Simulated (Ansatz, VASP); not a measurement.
One calculation of SnO2, two programs

```
Sn O
1.0
     1.58980    0.91787    4.78710
    -1.58980    0.91787    4.78710
     0.00000   -1.83574    4.78710
Sn O
1 2
Direct
  0.50000 0.50000 0.50000
  0.23488 0.23488 0.23488
  0.76512 0.76512 0.76512
```

Alike in both runs: task single point; functional PBE; k mesh 12 × 12 × 12; occupations gaussian, width 0.05 eV; no spin polarisation.

|  | VASP | Ansatz |
| --- | --- | --- |
| version | VASP 6.6.1 | Ansatz 0.2.0 |
| potentials or method | VASP PAW PBE potentials, release 64 (Sn_d, O), cutoff 520 eV | scalar-relativistic, plane waves, PAW |
| valence electrons in the cell | 26 | 26 |

|  | VASP | Ansatz | Ansatz less VASP |
| --- | --- | --- | --- |
| gap on the k mesh at the Fermi level (eV) | 2.34 | 2.36 | +0.021 |
| least direct gap on the mesh (eV) | 2.58 | 2.60 | +0.014 |
| pressure (GPa) | 9.7 | 9.0 | -0.72 |
| traceless stress, the component that is largest in VASP (GPa) | -3.66 | -3.22 | +0.443 |
| rms of the force components (eV/Å) | 0.373 | 0.343 | -0.0301 |

Atom by atom the forces differ by 0.030 eV/Å (rms over components). With one functional, cell and mesh, what is left measures potentials, basis and numerics.
